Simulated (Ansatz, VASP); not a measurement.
One calculation of GaGe, two programs

Contents of INCAR:

```
SYSTEM = GaGe
PREC     = Accurate       ! precision mode
ENCUT    = 520            ! plane-wave cutoff, eV
EDIFF    = 1E-6           ! SCF threshold, eV
ISMEAR   = 0              ! smearing method
SIGMA    = 0.019000000000000003 ! smearing width, eV
LREAL    = .False.        ! projectors in reciprocal space
LASPH    = .True.         ! aspherical terms in the spheres
NELM     = 60             ! most SCF steps
ALGO     = Normal         ! electronic algorithm
ISIF     = 2              ! what is computed and relaxed
LWAVE    = .False.        ! write WAVECAR
LCHARG   = .False.        ! write CHGCAR
GGA      = PE             ! functional
NBANDS   = 20             ! bands
```

Contents of KPOINTS:

```
Automatic mesh
0
Gamma
  8 8 8
  0 0 0
```

The input POSCAR:

```
GaGe
1.0
    0.0000000000      2.8978440000      2.8978440000
    2.8978440000      0.0000000000      2.8978440000
    2.8978440000      2.8978440000      0.0000000000
Ge Ga
1 1
Direct
    0.0000000000      0.0000000000      0.0000000000
    0.2500000000      0.2500000000      0.2500000000
```

The input input.yaml:

```yaml
crystal:
  lattice:
    - [0.0, 2.897844, 2.897844]
    - [2.897844, 0.0, 2.897844]
    - [2.897844, 2.897844, 0.0]
  atoms:
    - { symbol: Ge, position: [0.0, 0.0, 0.0] }
    - { symbol: Ga, position: [0.25, 0.25, 0.25] }
hamiltonian:
  xc: pbe
  pseudopotentials: { kind: paw }
kpoints:
  mp_grid: { grid: [8, 8, 8] }
scf:
  occupations: { method: gaussian, width: 0.019 }
output:
  forces: true
  stress: true
  eigenvalues: true
  write_density: true
  write_potential: true
  elf: true
  volumetric_format: npy
```

Alike in both runs: task single point; functional PBE; k mesh 8 × 8 × 8; occupations gaussian, width 0.019 eV; no spin polarisation.

```csv
,VASP,Ansatz
version,VASP 6.6.1,Ansatz 0.2.0
potentials or method,"VASP PAW PBE potentials, release 64 (Ge_d, Ga_d)",Ansatz PAW
plane-wave cutoff (eV),520,420
valence electrons in the cell,27,27
```

VASP gave:

| Property | Result |
| --- | --- |
| gap on the k mesh at the Fermi level (eV) | none |
| pressure (GPa) | 0.3 |

Problem. Which values does Ansatz return?

Solution. gap on the k mesh at the Fermi level (eV): none; pressure (GPa): 0.2.

A gap of «none» marks a metal or a gap that the smearing closes.
